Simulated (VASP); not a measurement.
Cd:

```xyz
2
Lattice="2.9789 0.0000 0.0000 -1.4894 2.5798 0.0000 0.0000 0.0000 5.6177" Properties=species:S:1:pos:R:3 pbc="T T T"
Cd    0.0000    1.7199    1.4044
Cd    1.4894    0.8599    4.2132
```

| Property | Result |
| --- | --- |
| Program | VASP 6.6.1 |
| Task | relaxation of cell and atoms |
| Functional | PBE |
| Potentials or basis | VASP PAW PBE potentials, release 64 (Cd) |
| Cutoff | 600 eV |
| k mesh | 20 × 20 × 9 |
| Occupations | fermi-dirac, width 0.05 eV |
| Spin | no spin polarisation |

At the start: pressure 3.2 GPa; volume 21.59 Å³/atom.

Q: How do energy, volume and symmetry change on relaxing?

A: Over 23 steps the energy falls by 13.0 meV/atom and the volume is 23.14 Å³/atom (+7.2 %); space group P6_3/mmc (No. 194, to 0.1 Å) before and after.

The path:
```csv
step,energy change (eV),largest force (eV/Å),pressure (GPa),volume (Å³)
1,0.0000,0.0000,3.16,43.17
2,-0.0245,0.0000,-0.08,45.89
3,-0.0246,0.0000,-0.01,45.79
4,-0.0245,0.0000,0.04,45.74
5,-0.0245,0.0000,0.06,45.74
6,-0.0246,0.0000,0.02,45.76
7,-0.0247,0.0000,-0.03,45.80
8,-0.0249,0.0000,0.05,45.88
9,-0.0255,0.0000,0.03,46.03
10,-0.0257,0.0000,0.11,46.31
11,-0.0259,0.0000,0.07,46.16
12,-0.0259,0.0000,0.07,46.24
13,-0.0259,0.0000,0.19,46.20
14,-0.0259,0.0000,0.01,46.22
15,-0.0259,0.0000,0.10,46.21
16,-0.0259,0.0000,-0.03,46.35
17,-0.0260,0.0000,0.02,46.27
18,-0.0260,0.0000,0.01,46.29
19,-0.0260,0.0000,0.01,46.28
20,-0.0260,0.0000,0.02,46.28
21,-0.0260,0.0000,0.02,46.28
22,-0.0260,0.0000,0.03,46.28
23,-0.0260,0.0000,0.00,46.28
```

Final structure:
```cif
data_structure
_symmetry_space_group_name_H-M 'P 1'
_symmetry_Int_Tables_number 1
_cell_length_a 3.0111
_cell_length_b 3.0111
_cell_length_c 5.8943
_cell_angle_alpha 90.000
_cell_angle_beta 90.000
_cell_angle_gamma 120.000
_cell_volume 46.28
loop_
_atom_site_label
_atom_site_type_symbol
_atom_site_fract_x
_atom_site_fract_y
_atom_site_fract_z
_atom_site_occupancy
Cd1 Cd 0.33333 0.66667 0.25000 1
Cd2 Cd 0.66667 0.33333 0.75000 1
```
